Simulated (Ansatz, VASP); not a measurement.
**One calculation of Be2ZnTe3, two programs**

```
Be Zn Te
1.0
     4.11102   -0.00036    0.00008
    -2.05582    3.56051   -0.00004
     0.00043    0.00003   20.42507
Be Zn Te
4 2 6
Direct
  0.66731 0.33386 0.17029
  0.66610 0.33281 0.82989
  0.33385 0.66722 0.32989
  0.33281 0.66612 0.67030
  0.66694 0.33343 0.50201
  0.33296 0.66655 0.00201
  0.66719 0.33389 0.29113
  0.66621 0.33283 0.63177
  0.66623 0.33317 0.94991
  0.33393 0.66715 0.13177
  0.33369 0.66683 0.44991
  0.33278 0.66613 0.79113
```

Change from the starting cell: cell x1, atoms moved at random (sigma 0.05 Å) and cell strained at random (1.5 %), then relaxed without symmetry.

Alike in both runs: functional PBE; k mesh 6 × 6 × 1; occupations gaussian, width 0.1 eV; no spin polarisation.

Ansatz relaxed the structure, and its values are those at the end. VASP's run is a single point on that final structure, the one shown.

|  | VASP | Ansatz |
| --- | --- | --- |
| version | VASP 6.6.1 | Ansatz 0.2.0 |
| potentials or method | VASP PAW PBE potentials, release 64 (Be, Zn, Te), cutoff 520 eV | scalar-relativistic, plane waves, PAW |
| valence electrons in the cell | 68 | 128 |

|  | VASP | Ansatz | Ansatz less VASP |
| --- | --- | --- | --- |
| gap on the k mesh at the Fermi level (eV) | 1.66 | 1.67 | +0.009 |
| least direct gap on the mesh (eV) | 2.08 | 2.09 | +0.008 |
| pressure (GPa) | 0.1 | 0.0 | -0.11 |

With one functional, cell and mesh, what is left measures potentials, basis and numerics. VASP's potentials hold 68 valence electrons a cell and Ansatz's 128, so a difference there can come from the potentials and not from the codes.

Spin-orbit coupling is off throughout.
